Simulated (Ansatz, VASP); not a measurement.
O: VASP beside Ansatz

Contents of INCAR:

```
PREC     = Accurate       # precision mode
ENCUT    = 520            # plane-wave cutoff, eV
EDIFF    = 1E-6           # SCF threshold, eV
ISMEAR   = -1             # smearing method
SIGMA    = 0.02           # smearing width, eV
LREAL    = False          # projectors in reciprocal space
LASPH    = True           # aspherical terms in the spheres
NELM     = 80             # most SCF steps
ALGO     = Normal         # electronic algorithm
ISIF     = 2              # what is computed and relaxed
LWAVE    = False          # write WAVECAR
LCHARG   = True           # write CHGCAR
GGA      = PS             # functional
LELF     = True           # ELF
LVHAR    = True         
NBANDS   = 13             # bands
```

KPOINTS

```
regular mesh
0
Gamma
  10 10 10
```

POSCAR

```
O
1.0
    1.4137960563      0.8162555336      3.3854248141
   -1.4137960563      0.8162555336      3.3854248141
    0.0000000000     -1.6325110673      3.3854248141
O
2
Direct
    0.0577000000      0.0577000000      0.0577000000
    0.9423000000      0.9423000000      0.9423000000
```

Input for Ansatz:

```yaml
crystal:
  lattice:
    - [1.4137960563, 0.8162555336, 3.3854248141]
    - [-1.4137960563, 0.8162555336, 3.3854248141]
    - [0.0, -1.6325110673, 3.3854248141]
  atoms:
    - { symbol: O, position: [0.0577, 0.0577, 0.0577] }
    - { symbol: O, position: [0.9423, 0.9423, 0.9423] }
kpoints:
  mp_grid: { grid: [10, 10, 10] }
  band_path:
    path:
      - [0.0, 0.0, 0.0]
      - [0.5, 0.5, 0.5]
      - [0.7945777149, 0.2054222851, 0.5]
      - [0.5, -0.2054222851, 0.2054222851]
      - [0.5, 0.0, 0.0]
      - [0.0, 0.0, 0.0]
      - [0.3527111426, -0.3527111426, 0.0]
      - [0.6472888574, 0.0, 0.3527111426]
      - [0.5, 0.0, 0.5]
    npoints: 5
scf:
  occupations: { method: fermi_dirac, width: 0.02 }
hamiltonian:
  xc: pbesol
  pseudopotentials: { kind: all_electron, lapw: { basis_error: 0.0005 } }
output:
  forces: true
  stress: true
  eigenvalues: true
```

Change from the starting cell: volume scaled by 0.98.

Alike in both runs: task single point; functional PBEsol; k mesh 10 × 10 × 10; occupations fermi-dirac, width 0.02 eV; no spin polarisation.

|  | VASP | Ansatz |
| --- | --- | --- |
| version | VASP 6.6.1 | Ansatz 0.2.0 |
| potentials or method | VASP PAW PBE potentials, release 64 (O), cutoff 520 eV | all-electron LAPW, scalar-relativistic |

```csv
,VASP,Ansatz,Ansatz less VASP
pressure (GPa),8.4,4.0,-4.44
"traceless stress, the component that is largest in VASP (GPa)",34.78,25.24,-9.546
rms of the force components (eV/Å),2.750,1.702,-1.0478
```

VASP's potentials were made for PBE, not for PBEsol. Atom by atom the forces differ by 1.048 eV/Å (rms over components). Ansatz ran all-electron here, and VASP with PAW potentials.

Noted on VASP's run: the standard files for N, O and F lose accuracy on very short bonds; spin is off for a triplet molecule.
